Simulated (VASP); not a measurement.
## Al3Cu2: single point with PBEsol

Crystal: Al3Cu2.

```xyz
5
Lattice="4.0920 0.0000 0.0000 -2.0460 3.5437 0.0000 0.0000 0.0000 4.9928" Properties=species:S:1:pos:R:3 pbc="T T T"
Al    0.0000    0.0000    0.0000
Al    0.0000    2.3625    1.7471
Al    2.0460    1.1812    3.2457
Cu    0.0000    2.3625    4.1915
Cu    2.0460    1.1812    0.8013
```

```
Program             : VASP 6.6.1
Task                : single point
Functional          : PBEsol
Potentials or basis : VASP PAW PBE potentials, release 64 (Al, Cu)
Cutoff              : 520 eV
k mesh              : 6 × 6 × 6, shifted
Occupations         : gaussian, width 0.1 eV
Spin                : no spin polarisation
```

| Property | Result |
| --- | --- |
| Pressure | 0.4 GPa |
| Largest force | 0.062 eV/Å |
| Band gap on the k mesh | zero (an odd number of electrons rules out a gap without spin polarisation) |

Forces on the atoms (eV/Å):
```
Al   0.000  0.000  0.000
Al   0.000  0.000  0.019
Al   0.000  0.000 -0.019
Cu   0.000  0.000  0.062
Cu   0.000  0.000 -0.062
```

Stress tensor (GPa, compression positive):
```
0.38 0.00 0.00
0.00 0.38 0.00
0.00 0.00 0.58
```

Levels at points of the mesh, in eV from the Fermi level:
```csv
k point,band 13,band 14,band 15,band 16,band 17,band 18,band 19,band 20
"(0.08, 0.08, 0.08)",-2.93,-1.71,-1.30,1.48,1.88,2.98,3.46,4.23
```

It took 6.7 min on 1 thread of Intel(R) Xeon(R) 6975P-C (Granite Rapids), with other jobs on the host, peak memory 0.55 GiB.

Caveat: the PAW data sets were made with another functional, which shifts forces and pressure a little.
